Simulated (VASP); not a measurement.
Wanted: the native input for a VASP 6.6.1 run.

```yaml
Task: single point
Functional: LDA
Potentials_or_basis: VASP PAW LDA potentials, release 64 (Rh_pv)
Cutoff: 520 eV
k_mesh: 12 × 12 × 12
Occupations: gaussian, width 0.05 eV
Spin: no spin polarisation
Dipole_correction: no
Further_INCAR_settings: ALGO = Normal; EDIFF = 1e-07; NBANDS = 14
```

The structure of Rh lies in POSCAR:

```
Rh
1.0
    0.0000000000      1.8764733564      1.8764733564
    1.8764733564      0.0000000000      1.8764733564
    1.8764733564      1.8764733564      0.0000000000
Rh
1
Direct
    0.0000000000      0.0000000000      0.0000000000
```

One way to write it, as run:

INCAR

```
SYSTEM = Rh
  ALGO = Normal
  EDIFF = 1E-7
  ENCUT = 520
  GGA = CA
  ISIF = 2
  ISMEAR = 0
  LASPH = .True.
  LCHARG = .False.
  LREAL = .False.
  LWAVE = .False.
  NBANDS = 14
  NELM = 60
  PREC = Accurate
  SIGMA = 0.05
```

KPOINTS

```
k-points
0
Gamma
  12 12 12
  0 0 0
```

Potentials or basis: VASP PAW LDA potentials, release 64 (Rh_pv).

Launch:

```sh
$ cat potpaw_LDA.64/Rh_pv/POTCAR > POTCAR
$ mpirun -np 1 vasp_std > vasp.out
```

Results of the run:

* Pressure: 0.9 GPa

Wall time 11 s on 1 thread of Intel Xeon 6975P-C (shared host), peak memory 0.12 GiB.
